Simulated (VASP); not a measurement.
# Ga3HN3 in VASP: single point with PBE

Aim: the single point of Ga3HN3 with PBE.

Program: VASP 6.6.1. These are calculated values, not measurements. Logs are shortened: lines on timing, memory, paths and dates and some standing lists are left out, and cuts for length are marked.

**1. The cell of the first run**

The cell holds a slab with vacuum, 7 atoms: a = 3.217 Å, b = 3.217 Å, c = 21.220 Å, α = 90.00°, β = 90.00°, γ = 90.00°.

**2. Single point, PBE, collinear spin**

File INCAR:

```
  PREC = Accurate
  ENCUT = 520
  EDIFF = 1E-6
  ISMEAR = 0
  SIGMA = 0.05
  LREAL = F
  LASPH = T
  NELM = 200
  ALGO = Normal
  ISIF = 2
  LWAVE = F
  LCHARG = F
  ISPIN = 2
  MAGMOM = 0 0 0 0 0 0 1
  LORBIT = 11
  LDIPOL = T
  IDIPOL = 3
  DIPOL = 0.5 0.5 0.351
  GGA = PE
  NBANDS = 40
  GGA_COMPAT = F
  NELMDL = -8
```

File KPOINTS:

```
regular mesh
0
Gamma
  8 8 1
```

File POSCAR:

```
Ga3HN3
1.0
    3.2165072845      0.0000000000      0.0000000000
    0.0000000000      3.2165072845      0.0000000000
    0.0000000000      0.0000000000     21.2198073008
N Ga H
3 3 1
Direct
    0.0000000000      0.5000000000      0.1885031256
    0.5000000000      0.0000000000      0.2956866679
    0.0000000000      0.5000000000      0.4029970648
    0.5000000000      0.5000000000      0.2420948967
    0.0000000000      0.0000000000      0.3470972837
    0.5000000000      0.5000000000      0.4580535140
    0.6250000000      0.7500000000      0.5194927681
```

Potentials or basis: VASP PAW PBE potentials, release 64 (N, Ga_d, H).

On the command line:

```sh
> cat potpaw_PBE.64/N/POTCAR potpaw_PBE.64/Ga_d/POTCAR potpaw_PBE.64/H/POTCAR > POTCAR
> mpirun -np 1 vasp_std > vasp.out
```

OUTCAR:

```text
PREC = Accurate
   ENCUT = 520
   EDIFF = 1E-6
   ISMEAR = 0
   LREAL = F
   LASPH = T
   NELM = 200
   ISIF = 2
   ISPIN = 2
   LORBIT = 11
   GGA = PE
   NELMDL = -8

 ion  position               nearest neighbor table
   1  0.000  0.500  0.189-   4 1.97   4 1.97
   2  0.500  0.000  0.296-   5 1.94   5 1.94   4 1.97   4 1.97
   3  0.000  0.500  0.403-   6 1.99   6 1.99   5 2.00   5 2.00
   4  0.500  0.500  0.242-   1 1.97   1 1.97   2 1.97   2 1.97
   5  0.000  0.000  0.347-   2 1.94   2 1.94   3 2.00   3 2.00
   6  0.500  0.500  0.458-   7 1.58   3 1.99   3 1.99
   7  0.625  0.750  0.519-   6 1.58

  LATTYP: Found a simple tetragonal cell.
 ALAT       =     3.2165072845
 C/A-ratio  =     6.5971581669

  Lattice vectors:

 A1 = (   3.2165072845,   0.0000000000,   0.0000000000)
 A2 = (   0.0000000000,   3.2165072845,   0.0000000000)
 A3 = (   0.0000000000,   0.0000000000,  21.2198073008)

Analysis of symmetry for initial positions (statically):
=====================================================================
 Subroutine PRICEL returns:
 Original cell was already a primitive cell.

 Routine SETGRP: Setting up the symmetry group for a
 simple tetragonal supercell.

 Subroutine GETGRP returns: Found  1 space group operations
 (whereof  1 operations were pure point group operations)
 out of a pool of 16 trial point group operations.

The static configuration has the point symmetry C_1 .

Analysis of symmetry for dynamics (positions and initial velocities):
=====================================================================
 Subroutine PRICEL returns:
 Original cell was already a primitive cell.

 Routine SETGRP: Setting up the symmetry group for a
 simple tetragonal supercell.

 Subroutine GETGRP returns: Found  1 space group operations
 (whereof  1 operations were pure point group operations)
 out of a pool of 16 trial point group operations.

The dynamic configuration has the point symmetry C_1 .

Analysis of structural, dynamic, and magnetic symmetry:
=====================================================================
 Subroutine PRICEL returns:
 Original cell was already a primitive cell.

 Routine SETGRP: Setting up the symmetry group for a
 simple tetragonal supercell.

 Subroutine GETGRP returns: Found  1 space group operations
 (whereof  1 operations were pure point group operations)
 out of a pool of 16 trial point group operations.

The overall configuration has the point symmetry C_1 .

 Subroutine INISYM returns: Found  1 space group operations
 (whereof  1 operations are pure point group operations),
 and found     1 'primitive' translations

----------------------------------------------------------------------------------------

                                     Primitive cell

  volume of cell :     219.5384

  direct lattice vectors                    reciprocal lattice vectors
     3.216507285  0.000000000  0.000000000     0.310896234  0.000000000  0.000000000
     0.000000000  3.216507285  0.000000000     0.000000000  0.310896234  0.000000000
     0.000000000  0.000000000 21.219807301     0.000000000  0.000000000  0.047125781

  length of vectors
     3.216507285  3.216507285 21.219807301     0.310896234  0.310896234  0.047125781

  position of ions in fractional coordinates (direct lattice)
     0.000000000  0.500000000  0.188503126
     0.500000000  0.000000000  0.295686668
     0.000000000  0.500000000  0.402997065
     0.500000000  0.500000000  0.242094897
     0.000000000  0.000000000  0.347097284
     0.500000000  0.500000000  0.458053514
     0.625000000  0.750000000  0.519492768

  ion indices of the primitive-cell ions
   primitive index   ion index
                 1           1
                 2           2
                 3           3
[... 59 lines left out ...]
   number of dos      NEDOS =    301   number of ions     NIONS =      7
   total plane-waves  NPLWV =  92160
   dimension x,y,z NGX =    24 NGY =   24 NGZ =  160
   dimension x,y,z NGXF=    48 NGYF=   48 NGZF=  320
   ions per type =               3   3   1
   NGX,Y,Z   is equivalent  to a cutoff of  12.40, 12.40, 12.54 a.u.
   NGXF,Y,Z  is equivalent  to a cutoff of  24.81, 24.81, 25.07 a.u.
 SYSTEM =  unknown system
   PREC   = accura    normal or accurate (medium, high low for compatibility)
   ISTART =      0    job   : 0-new  1-cont  2-samecut
   ICHARG =      2    charge: 1-file 2-atom 10-const
   ISPIN  =      2    spin polarized calculation?
   LNONCOLLINEAR =      F non collinear calculations
   LSORBIT =      F    spin-orbit coupling
   LASPH  =      T    aspherical Exc in radial PAW
   ENCUT  =  520.0 eV  38.22 Ry    6.18 a.u.   5.98  5.98 39.45*2*pi/ulx,y,z
   NELM   =    200;   NELMIN=  2; NELMDL= -8     # of ELM steps
   EDIFF  = 0.1E-05   stopping-criterion for ELM
   LREAL  =      F    real-space projection
   EDIFFG = 0.1E-04   stopping-criterion for IOM
   NSW    =      0    number of steps for IOM
   IBRION =     -1    ionic relax: 0-MD 1-quasi-New 2-CG
   NFREE  =      0    steps in history (QN), initial steepest desc. (CG)
   ISIF   =      2    stress and relaxation
   ISYM   =      2    0-nonsym 1-usesym 2-fastsym
   POTIM  = 0.5000    time-step for ionic-motion
   TEBEG  =    0.0;   TEEND  =   0.0 temperature during run
   PSTRESS=    0.0 pullay stress
   NELECT =      55.0000    total number of electrons
   NUPDOWN=      -1.0000    fix difference up-down
   EMIN   =  10.00;   EMAX   =-10.00  energy-range for DOS
   EFERMI =   0.00;   METHOD = LEGACY
   ISMEAR =     0;   SIGMA  =   0.05  broadening in eV -4-tet -1-fermi 0-gaus
   EFERMI_NEDOS =   21; number of points for ismear=-14 and -15
   IALGO  =     38    algorithm
   IMIX   =      4    mixing-type and parameters
     AMIX     =   0.40;   BMIX     =  1.00
     AMIX_MAG =   1.60;   BMIX_MAG =  1.00
  volume/ion in A,a.u.               =      31.36       211.65
  Fermi-wavevector in a.u.,A,eV,Ry     =   1.032030  1.950253 14.491367  1.065085
  Thomas-Fermi vector in A             =   2.166207
   LORBIT       =     11    0 simple, 1 ext, 2 COOP (PROOUT), +10 PAW based schemes
   GGA     = PE    functional components
   LHFCALC =     F    Hartree Fock is set to
   AEXX    =    0.0000 exact exchange contribution
   IVDW    =     0    specifies the selected vdW correction
   LEPSILON=     F    determine dielectric tensor
   LRPA    =     F    only Hartree local field effects (RPA)
 spin polarized calculation
 Gauss-broadening in eV      SIGMA  =   0.05
  energy-cutoff  :      520.00
  volume of cell :      219.54
 maximum number of plane-waves:      5966
   NGX = 11   NGY = 11   NGZ = 79

 dipolmoment           0.000000      0.000000      0.081113 electrons x Angstroem

 number of electron      55.0000025 magnetization      -0.0154368

 number of electron      55.0000025 magnetization       0.0303711

 dipolmoment           0.000000      0.000000     -0.240567 electrons x Angstroem

 Free energy of the ion-electron system (eV)
  ---------------------------------------------------
  ext. energy  EPLUGINS =         0.00000000
  ---------------------------------------------------
  free energy    TOTEN  =       -34.75573670 eV

  energy without entropy =      -34.75128026  energy(sigma->0) =      -34.75350848

 E-fermi :  -2.0840     XC(G=0):  -4.7415

 val. band max:       -2.0909832721   @ k =  -0.2500   0.2500   0.0000
 cond. band min:      -2.0835029982   @ k =   0.5000   0.3750   0.0000
 fundamental gap:      0.0074802739
 Fermi energy:        -2.0840418537

 spin component 1

 k-point     1 :       0.0000    0.0000    0.0000
  band No.  band energies     occupation
      1     -18.7493      1.00000
      2     -18.0155      1.00000
      3     -17.4191      1.00000
      4     -17.3768      1.00000
      5     -17.3541      1.00000
      6     -17.3035      1.00000
[... 997 lines left out ...]
     38       6.4690      0.00000
     39       6.9792      0.00000

 [... further k-points ...]

 spin component 2

 k-point     1 :       0.0000    0.0000    0.0000
  band No.  band energies     occupation
      1     -18.7513      1.00000
      2     -18.0326      1.00000
      3     -17.4194      1.00000
      4     -17.3773      1.00000
      5     -17.3546      1.00000
      6     -17.3037      1.00000
[... 997 lines left out ...]
     38       6.4956      0.00000
     39       6.9875      0.00000

 [... further k-points ...]

 [bands above 39 left out]

------------------------ aborting loop because EDIFF is reached ----------------------------------------

 vacuum level on the upper side and lower side of the slab       (xc-potential included)        -2.065         2.059

  FORCE on cell =-STRESS in cart. coord.  units (eV):
  Direction    XX          YY          ZZ          XY          YZ          ZX
  --------------------------------------------------------------------------------------
  -------------------------------------------------------------------------------------
  Total       -1.3651294     -0.6198926     -1.8580566     -0.2183158      0.3004182     -1.1304814
  in kB       -9.9626270     -4.5239366    -13.5599787     -1.5932547      2.1924328     -8.2501811
  external PRESSURE =      -9.3488475 kB  Pullay stress =       0.0000000 kB

 VOLUME and BASIS-vectors are now :
 -----------------------------------------------------------------------------
  energy-cutoff  :      520.00
  volume of cell :      219.54
      direct lattice vectors                 reciprocal lattice vectors
     3.216507285  0.000000000  0.000000000     0.310896234  0.000000000  0.000000000
     0.000000000  3.216507285  0.000000000     0.000000000  0.310896234  0.000000000
     0.000000000  0.000000000 21.219807301     0.000000000  0.000000000  0.047125781

 POSITION                                       TOTAL-FORCE (eV/Angst)
 -----------------------------------------------------------------------------------
      0.00000      1.60825      4.00000         0.003206     -0.029575      1.486602
      1.60825      0.00000      6.27441         0.024640     -0.040228      1.049614
      0.00000      1.60825      8.55152         0.235774     -0.289841      1.010546
      1.60825      1.60825      5.13721         0.005606      0.023534     -2.341702
      0.00000      0.00000      7.36534         0.055675      0.111445     -0.353622
      1.60825      1.60825      9.71981         0.130028      0.197582     -0.862432
      2.01032      2.41238     11.02354        -0.454930      0.027083      0.010993
 -----------------------------------------------------------------------------------
    total drift:                               -0.000002     -0.001588      0.002112

  FREE ENERGIE OF THE ION-ELECTRON SYSTEM (eV)
  ---------------------------------------------------
  free  energy   TOTEN  =       -34.7557366967 eV

  energy  without entropy=      -34.7512802643  energy(sigma->0) =      -34.75350848

 vacuum level on the upper side and lower side of the slab         1.982         6.283

 total charge

# of ion       s       p       d       tot
------------------------------------------
    1        1.315   2.146   0.000   3.461
    2        1.240   2.485   0.000   3.724
    3        1.240   2.445   0.000   3.685
    4        0.797   0.864  10.144  11.805
    5        0.794   0.851  10.158  11.804
    6        0.866   0.780  10.043  11.689
    7        0.512   0.010   0.000   0.522
--------------------------------------------------
tot          6.764   9.582  30.345  46.691

 magnetization (x)

# of ion       s       p       d       tot
------------------------------------------
    1       -0.001   0.049   0.000   0.048
    2        0.001  -0.017   0.000  -0.017
    3        0.001   0.000   0.000   0.001
    4       -0.004  -0.004  -0.004  -0.011
    5        0.001   0.001  -0.000   0.001
    6        0.000  -0.002   0.000  -0.001
    7        0.001  -0.000   0.000   0.001
--------------------------------------------------
tot         -0.001   0.027  -0.004   0.022
```

Wall time 28 min (1 thread of Intel Xeon 6975P-C (Granite Rapids), shared host); peak memory 0.65 GiB.

What came out:

```
Free energy                                           : -34.7557 eV
Largest force                                         : 2.342 eV/Å
Net moment                                            : 0.03 μB per cell
Site moments                                          : N +0.05, -0.02, +0.00; Ga -0.01, +0.00, -0.00; H +0.00 μB
Valence electrons inside the program's atomic spheres : N 3.46, 3.72, 3.69; Ga 11.80, 11.69 (each value once); H 0.52
```

Forces on the atoms (eV/Å):
```
N    0.003 -0.030  1.487
N    0.025 -0.040  1.050
N    0.236 -0.290  1.011
Ga   0.006  0.024 -2.342
Ga   0.056  0.111 -0.354
Ga   0.130  0.198 -0.862
H   -0.455  0.027  0.011
```
